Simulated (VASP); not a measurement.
Here is a VASP 6.6.1 calculation.

The input POSCAR:

```
BaTlI3
1.0
    6.6757441459      0.0000000000      0.0000000000
    0.0000000000      6.6757441459      0.0000000000
    0.0000000000      0.0000000000      6.6757441459
Tl Ba I
1 1 3
Direct
    0.0000000000      0.0000000000      0.0000000000
    0.5000000000      0.5000000000      0.5000000000
    0.5000000000      0.5000000000      0.0000000000
    0.5000000000      0.0000000000      0.5000000000
    0.0000000000      0.5000000000      0.5000000000
```

File INCAR.step1:

```
SYSTEM = BaTlI3
ALGO = Normal
EDIFF = 1E-5
ENCUT = 520
GGA = PE
ISIF = 2
ISMEAR = 0
LASPH = .TRUE.
LREAL = .FALSE.
LWAVE = .TRUE.
NBANDS = 30
NELM = 100
PREC = Accurate
SIGMA = 0.01
```

The input INCAR.step2:

```
SYSTEM = BaTlI3
ALGO = Normal
EDIFF = 1E-6
ENCUT = 520
GGA = PE
HFSCREEN = 0.2079
ISIF = 2
ISMEAR = 0
ISTART = 1
LASPH = .TRUE.
LCHARG = .TRUE.
LELF = .TRUE.
LHFCALC = .TRUE.
LREAL = .FALSE.
LVHAR = .TRUE.
LWAVE = .FALSE.
NBANDS = 30
NELM = 100
PREC = Accurate
PRECFOCK = Fast
SIGMA = 0.01
```

Contents of KPOINTS:

```
k-points
0
G
  2 2 2
  0 0 0
```

Potentials or basis: VASP PAW PBE potentials, release 64 (Tl_d, Ba_sv, I).

Command:

```sh
$ cat potpaw_PBE.64/Tl_d/POTCAR potpaw_PBE.64/Ba_sv/POTCAR potpaw_PBE.64/I/POTCAR > POTCAR
$ cp INCAR.step1 INCAR
$ mpirun -np 1 vasp_std > vasp.out
$ cp INCAR.step2 INCAR
$ mpirun -np 1 vasp_std > vasp.out
```

**Question.** Estimate the pressure.

**Answer.** 0.4 GPa.

**Question.** What does it give for the band gap on the k mesh?

**Answer.** 3.34 eV, indirect (least direct gap 3.60 eV).

Caveat: the k points lie up to 0.47 Å⁻¹ apart; the PAW data sets were made with another functional, which shifts forces and pressure a little; spin-orbit coupling is left out, which moves the levels of the heavy elements. A k mesh can miss the band edges.
